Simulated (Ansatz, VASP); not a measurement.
**One calculation of MoS2, two programs**

```
Mo S
1.0
     3.18507    0.00000    0.00000
    -1.59253    2.75835    0.00000
     0.00000    0.00000   14.80800
Mo S
2 4
Direct
  0.66667 0.33333 0.25000
  0.33333 0.66667 0.75000
  0.66667 0.33333 0.64448
  0.33333 0.66667 0.35552
  0.66667 0.33333 0.85552
  0.33333 0.66667 0.14448
```

Alike in both runs: functional PBE; k mesh 12 × 12 × 2; occupations gaussian, width 0.02 eV; no spin polarisation.

Ansatz relaxed the structure, and its values are those at the end. VASP's run is a single point on that final structure, the one shown.

|  | VASP | Ansatz |
| --- | --- | --- |
| version | VASP 6.6.1 | Ansatz 0.2.0 |
| potentials or method | VASP PAW PBE potentials, release 64 (Mo_sv, S), cutoff 520 eV | scalar-relativistic, plane waves, PAW |
| valence electrons in the cell | 52 | 52 |

Ansatz gave:

* gap on the k mesh at the Fermi level (eV): 1.45
* least direct gap on the mesh (eV): 1.66
* pressure (GPa): 0.0
* rms of the force components (eV/Å): 0.001

Q: What did VASP give for the same quantities?

A: gap on the k mesh at the Fermi level (eV): 1.46; least direct gap on the mesh (eV): 1.67; pressure (GPa): -0.1; rms of the force components (eV/Å): 0.005.

The functional is the same, so the differences come from potentials, cutoffs and numerics.
